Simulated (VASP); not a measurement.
A run of VASP 6.6.1 is set up as follows.

Contents of INCAR:

```
SYSTEM = AgCl
ALGO = Normal
EDIFF = 1E-6
ENCUT = 520
ISIF = 2
ISMEAR = 0
LASPH = .TRUE.
LCHARG = .FALSE.
LREAL = .FALSE.
LWAVE = .FALSE.
NBANDS = 16
NELM = 100
PREC = Accurate
SIGMA = 0.05
```

KPOINTS

```
k-points
0
G
  8 8 8
  0 0 0
```

The input POSCAR:

```
AgCl
1.0
    0.0000000000      2.7731500000      2.7731500000
    2.7731500000      0.0000000000      2.7731500000
    2.7731500000      2.7731500000      0.0000000000
Ag Cl
1 1
Direct
    0.4932387357      0.4932387357      0.5067612643
    0.0000000000      0.0000000000      0.0000000000
```

Potentials or basis: VASP PAW LDA potentials, release 64 (Ag, Cl).

Run with:

```console
$ cat potpaw_LDA.64/Ag/POTCAR potpaw_LDA.64/Cl/POTCAR > POTCAR
$ mpirun -np 1 vasp_std > vasp.out
```

Problem. Predict the band gap on the k mesh.

Solution. 0.64 eV, indirect (least direct gap 2.87 eV).

Problem. Estimate the largest force.

Solution. 0.022 eV/Å.

Problem. Predict the pressure.

Solution. -5.6 GPa.

Forces in eV/Å, atoms in the order of the input:
```
Ag   0.000  0.000  0.022
Cl   0.000  0.000 -0.022
```

Caveat: the cell differs from its parent crystal (all Ag atoms moved +0.037 Å, as atom 1 towards its neighbour atom 2 (Cl) at 2.773 Å). A k mesh can miss the band edges.
